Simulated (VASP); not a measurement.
# Sb (I4/mmm) in VASP: notebook, part 2 of 2

VASP 6.6.1. The steps go on from the part before.

### Step 4. Single point, BLYP

Contents of INCAR:

```
SYSTEM = Sb
AGGAC    = 1.0          
AGGAX    = 1.0          
ALDAC    = 0.0          
ALDAX    = 1.0          
ALGO     = Normal         ! electronic algorithm
EDIFF    = 1E-6           ! SCF threshold, eV
ENCUT    = 500            ! plane-wave cutoff, eV
GGA      = B5             ! functional
GGA_COMPAT= .False.      
ISIF     = 2              ! what is computed and relaxed
ISMEAR   = 1              ! smearing method
LASPH    = .True.         ! aspherical terms in the spheres
LCHARG   = .False.        ! write CHGCAR
LREAL    = .False.        ! projectors in reciprocal space
LWAVE    = .False.        ! write WAVECAR
NBANDS   = 8              ! bands
NELM     = 120            ! most SCF steps
PREC     = Accurate       ! precision mode
SIGMA    = 0.05           ! smearing width, eV
```

Contents of KPOINTS:

```
k-points
0
Gamma
  11 11 11
  0 0 0
```

Contents of POSCAR:

```
Sb
1.0
   -1.5765401850      1.5765401850      2.7119384300
    1.5765401850     -1.5765401850      2.7119384300
    1.5765401850      1.5765401850     -2.7119384300
Sb
1
Direct
    0.0000000000      0.0000000000      0.0000000000
```

Potentials or basis: VASP PAW PBE potentials, release 64 (Sb).

On the command line:

```console
> cat potpaw_PBE.64/Sb/POTCAR > POTCAR
> mpirun -np 1 vasp_std > vasp.out
```

OUTCAR:

```text
SYSTEM = Sb
   EDIFF = 1E-6
   ENCUT = 500
   GGA = B5
   ISIF = 2
   ISMEAR = 1
   LASPH = .True.
   LREAL = .False.
   NELM = 120
   PREC = Accurate

 ion  position               nearest neighbor table
   1  0.000  0.000  0.000-

  LATTYP: Found a body centered tetragonal cell.
 ALAT       =     3.1530803700
 C/A-ratio  =     1.7201835106

  Lattice vectors:

 A1 = (  -1.5765401850,   1.5765401850,   2.7119384300)
 A2 = (   1.5765401850,  -1.5765401850,   2.7119384300)
 A3 = (   1.5765401850,   1.5765401850,  -2.7119384300)

Analysis of symmetry for initial positions (statically):
=====================================================================
 Subroutine PRICEL returns:
 Original cell was already a primitive cell.

 Routine SETGRP: Setting up the symmetry group for a
 body centered tetragonal supercell.

 Subroutine GETGRP returns: Found 16 space group operations
 (whereof 16 operations were pure point group operations)
 out of a pool of 16 trial point group operations.

The static configuration has the point symmetry D_4h.

Analysis of symmetry for dynamics (positions and initial velocities):
=====================================================================
 Subroutine PRICEL returns:
 Original cell was already a primitive cell.

 Routine SETGRP: Setting up the symmetry group for a
 body centered tetragonal supercell.

 Subroutine GETGRP returns: Found 16 space group operations
 (whereof 16 operations were pure point group operations)
 out of a pool of 16 trial point group operations.

The dynamic configuration has the point symmetry D_4h.

 Subroutine INISYM returns: Found 16 space group operations
 (whereof 16 operations are pure point group operations),
 and found     1 'primitive' translations

----------------------------------------------------------------------------------------

                                     Primitive cell
[... 111 lines left out ...]
  Fermi-wavevector in a.u.,A,eV,Ry     =   0.933573  1.764197 11.858269  0.871558
  Thomas-Fermi vector in A             =   2.060288
   LORBIT       =      0    0 simple, 1 ext, 2 COOP (PROOUT), +10 PAW based schemes
   GGA     = B5    functional components
   LHFCALC =     F    Hartree Fock is set to
   AEXX    =    0.0000 exact exchange contribution
   IVDW    =     0    specifies the selected vdW correction
   LEPSILON=     F    determine dielectric tensor
   LRPA    =     F    only Hartree local field effects (RPA)
 non-spin polarized calculation
 Methfessel and Paxton  Order N= 1 SIGMA  =   0.05
  energy-cutoff  :      500.00
  volume of cell :       26.96
 maximum number of plane-waves:       702
 NGX is ok and might be reduce to    28
   NGX = 13   NGY = 13   NGZ = 13

 number of electron       5.0000000 magnetization

 Free energy of the ion-electron system (eV)
  ---------------------------------------------------
  ext. energy  EPLUGINS =         0.00000000
  ---------------------------------------------------
  free energy    TOTEN  =        -2.88589969 eV

  energy without entropy =       -2.88595203  energy(sigma->0) =       -2.88591714

 E-fermi :   9.0706     XC(G=0):  -9.5437

 val. band max:        8.9678350464   @ k =  -0.2727  -0.2727   0.0909
 cond. band min:       9.0805183084   @ k =  -0.1818   0.3636   0.0909
 fundamental gap:      0.1126832621
 Fermi energy:         9.0705872105

 k-point     1 :       0.0000    0.0000    0.0000
  band No.  band energies     occupation
      1      -3.9504      2.00000
      2      13.4441      0.00000
      3      14.2759      0.00000
      4      14.2759      0.00000
      5      18.4561      0.00000
      6      19.7957      0.00000
      7      19.8854      0.00000
      8      19.8854      0.00000
[... 243 lines left out ...]
 k-point    24 :      -0.1818    0.1818    0.0000
  band No.  band energies     occupation
      1      -2.9630      2.00000
      2      11.2781      0.00000
      3      11.6450      0.00000
      4      12.0237      0.00000
      5      16.1749      0.00000
      6      18.9532      0.00000
      7      19.4849      0.00000
      8      20.8722      0.00000

 [... further k-points ...]

------------------------ aborting loop because EDIFF is reached ----------------------------------------

  FORCE on cell =-STRESS in cart. coord.  units (eV):
  Direction    XX          YY          ZZ          XY          YZ          ZX
  --------------------------------------------------------------------------------------
  -------------------------------------------------------------------------------------
  Total        1.2740291      1.2740291      1.2455595      0.0000000      0.0000000      0.0000000
  in kB       75.7076974     75.7076974     74.0159238      0.0000000      0.0000000      0.0000000
  external PRESSURE =      75.1437729 kB  Pullay stress =       0.0000000 kB

 VOLUME and BASIS-vectors are now :
 -----------------------------------------------------------------------------
  energy-cutoff  :      500.00
  volume of cell :       26.96
      direct lattice vectors                 reciprocal lattice vectors
    -1.576540185  1.576540185  2.711938430     0.000000000  0.317150178  0.184369967
     1.576540185 -1.576540185  2.711938430     0.317150178  0.000000000  0.184369967
     1.576540185  1.576540185 -2.711938430     0.317150178  0.317150178  0.000000000

 POSITION                                       TOTAL-FORCE (eV/Angst)
 -----------------------------------------------------------------------------------
      0.00000      0.00000      0.00000         0.000000      0.000000     -0.000000
 -----------------------------------------------------------------------------------
    total drift:                                0.000000      0.000000     -0.000000

  FREE ENERGIE OF THE ION-ELECTRON SYSTEM (eV)
  ---------------------------------------------------
  free  energy   TOTEN  =        -2.8858996936 eV

  energy  without entropy=       -2.8859520323  energy(sigma->0) =       -2.88591714
```

stdout:

```text
POSCAR found type information on POSCAR Sb
 POSCAR found :  1 types and       1 ions
 scaLAPACK will be used
 -----------------------------------------------------------------------------
|                                                                             |
|                                                                             |
|     You enforced a specific xc type in the INCAR file but a different       |
|     I HOPE YOU KNOW WHAT YOU ARE DOING!                                     |
|                                                                             |
 -----------------------------------------------------------------------------

 LDA part: xc-table for (Slater(with rela. corr.)+VWN5), standard interpolation
 POSCAR, INCAR and KPOINTS ok, starting setup
 FFT: planning ... GRIDC
 FFT: planning ... GRID_SOFT
 FFT: planning ... GRID
 WAVECAR not read
 entering main loop
```

Wall time 24 s (1 thread of AMD EPYC 7R13 (Zen 3), shared host); peak memory 0.14 GiB.

What came out:

| Property | Result |
| --- | --- |
| Free energy | -2.8859 eV |
| Pressure | 7.5 GPa |
| Band gap on the k mesh | zero (an odd number of electrons rules out a gap without spin polarisation) |

Stress tensor (GPa, compression positive):
```
7.57 0.00 0.00
0.00 7.57 0.00
0.00 0.00 7.40
```

Caveat: the cell stands under pressure; the PAW data sets were made with another functional, which shifts forces and pressure a little; spin-orbit coupling is left out, which moves the levels of the heavy elements.

### Step 5. Summary

```tsv
level	potentials or basis	gap on the mesh (eV)	pressure (GPa)
PBEsol	VASP PAW PBE potentials, release 64 (Sb)	none	-1.4
LDA	VASP PAW LDA potentials, release 64 (Sb)	none	-2.5
BLYP	VASP PAW PBE potentials, release 64 (Sb)	none	7.5
```

Alike in all rows: task single point; no spin polarisation; cell as given; k mesh 11 × 11 × 11; cutoff (eV) 500; smearing methfessel-paxton 0.05 eV.

Caveats: spin-orbit coupling is left out, which moves the levels of the heavy elements; the PAW data sets were made with another functional, which shifts forces and pressure a little (at least some runs); the cell stands under pressure (at least some runs).

Absolute energies hang on the potentials; compare differences alone.
